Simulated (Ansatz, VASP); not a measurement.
## BaS: VASP beside Ansatz

The input INCAR:

```
ALGO     = Normal         # electronic algorithm
EDIFF    = 1E-7           # SCF threshold, eV
ENCUT    = 520            # plane-wave cutoff, eV
GGA      = PS             # functional
GGA_COMPAT= False        
ISIF     = 2              # what is computed and relaxed
ISMEAR   = -1             # smearing method
LASPH    = True           # aspherical terms in the spheres
LCHARG   = False          # write CHGCAR
LORBIT   = 11             # projections on sites
LORBMOM  = True         
LREAL    = False          # projectors in reciprocal space
LSORBIT  = True           # spin-orbit coupling
LWAVE    = False          # write WAVECAR
MAGMOM   = 0 0 0 0 0 0    # initial moments
NBANDS   = 28             # bands
NELM     = 150            # most SCF steps
PREC     = Accurate       # precision mode
SIGMA    = 0.05           # smearing width, eV
```

KPOINTS

```
k-points
0
Gamma
  5 5 5
```

File POSCAR:

```
BaS
1.0
    0.0000000000      3.1937500000      3.1937500000
    3.1937500000      0.0000000000      3.1937500000
    3.1937500000      3.1937500000      0.0000000000
Ba S
1 1
Direct
    0.0000000000      0.0000000000      0.0000000000
    0.5000000000      0.5000000000      0.5000000000
```

File input.yaml:

```yaml
crystal:
  lattice:
    - [0.0, 3.19375, 3.19375]
    - [3.19375, 0.0, 3.19375]
    - [3.19375, 3.19375, 0.0]
  atoms:
    - { symbol: Ba, position: [0.0, 0.0, 0.0] }
    - { symbol: S, position: [0.5, 0.5, 0.5] }
kpoints:
  mp_grid: { grid: [5, 5, 5] }
  band_path:
    path:
      - [0.0, 0.0, 0.0]
      - [0.5, 0.0, 0.5]
      - [0.5, 0.25, 0.75]
      - [0.375, 0.375, 0.75]
      - [0.0, 0.0, 0.0]
      - [0.5, 0.5, 0.5]
      - [0.625, 0.25, 0.625]
      - [0.5, 0.25, 0.75]
    npoints: 10
scf:
  occupations: { method: fermi_dirac, width: 0.05 }
hamiltonian:
  xc: pbesol
  pseudopotentials: { kind: all_electron, lapw: { basis_error: 0.001 } }
magnetization:
  noncollinear: true
  spin_orbit: true
output:
  forces: true
  stress: true
  eigenvalues: true
```

Alike in both runs: functional PBEsol; k mesh 5 × 5 × 5; occupations fermi-dirac, width 0.05 eV; non-collinear spin, spin-orbit coupling.

```csv
,VASP,Ansatz
version,VASP 6.6.1,Ansatz 0.2.0
potentials or method,"VASP PAW PBE potentials, release 64 (Ba_sv, S), cutoff 520 eV","all-electron LAPW, relativistic spinors"
task,single point,band structure
```

|  | VASP | Ansatz | Ansatz less VASP |
| --- | --- | --- | --- |
| pressure (GPa) | -0.5 | -1.2 | -0.62 |
| net moment per atom (μB) | 0.00 | 0.00 | 0.000 |

VASP's potentials were made for PBE, not for PBEsol. Ansatz ran all-electron here, and VASP with PAW potentials.
